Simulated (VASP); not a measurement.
Crystal: CdS.

```
CELL_PARAMETERS angstrom
0.00000 2.91650 2.91650
2.91650 0.00000 2.91650
2.91650 2.91650 0.00000
ATOMIC_POSITIONS crystal
Cd 0.00000 0.00000 0.00000
S 0.75000 0.75000 0.75000
```

| Quantity | Value |
| --- | --- |
| Program | VASP 6.6.1 |
| Task | relaxation of cell and atoms |
| Functional | BLYP |
| Potentials or basis | VASP PAW PBE potentials, release 64 (Cd, S) |
| Cutoff | 600 eV |
| k mesh | 8 × 8 × 8 |
| Occupations | fermi-dirac, width 0.05 eV |
| Spin | no spin polarisation |

At the start: pressure 6.5 GPa; volume 24.81 Å³/atom.

How do energy, volume and symmetry change on relaxing?

Over 3 steps the energy falls by 52.4 meV/atom and the volume is 27.65 Å³/atom (+11.4 %); space group F-43m (No. 216, to 0.1 Å) before and after.

Step by step:
| step | energy change (eV) | largest force (eV/Å) | pressure (GPa) | volume (Å³) |
| --- | --- | --- | --- | --- |
| 1 | 0.0000 | 0.0000 | 6.51 | 49.62 |
| 2 | -0.0960 | 0.0000 | -1.45 | 57.21 |
| 3 | -0.1047 | 0.0000 | 0.03 | 55.29 |

Final structure:
```
Cd S
1.0
     0.00000    3.02370    3.02370
     3.02370    0.00000    3.02370
     3.02370    3.02370    0.00000
Cd S
1 1
Direct
  0.00000 0.00000 0.00000
  0.75000 0.75000 0.75000
```

Caveat: the PAW data sets were made with another functional, which shifts forces and pressure a little.
